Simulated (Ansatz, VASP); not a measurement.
# One calculation of Fe, two programs

```
CELL_PARAMETERS angstrom
0.00000 1.68683 1.68683
1.68683 0.00000 1.68683
1.68683 1.68683 0.00000
ATOMIC_POSITIONS crystal
Fe 0.00000 0.00000 0.00000
```

Alike in both runs: task single point; functional revPBE; k mesh 17 × 17 × 17; occupations fermi-dirac, width 0.1 eV; no spin polarisation.

|  | VASP | Ansatz |
| --- | --- | --- |
| version | VASP 6.6.1 | Ansatz 0.2.0 |
| potentials or method | VASP PAW PBE potentials, release 64 (Fe), cutoff 520 eV | plane waves (420 eV) with PAW, scalar-relativistic |
| valence electrons in the cell | 8 | 16 |

|  | VASP | Ansatz | Ansatz less VASP |
| --- | --- | --- | --- |
| pressure (GPa) | 26.4 | 27.4 | +0.96 |

VASP's potentials were made for PBE, not for revPBE. VASP's potentials hold 8 valence electrons a cell and Ansatz's 16, so a difference there can come from the potentials and not from the codes.
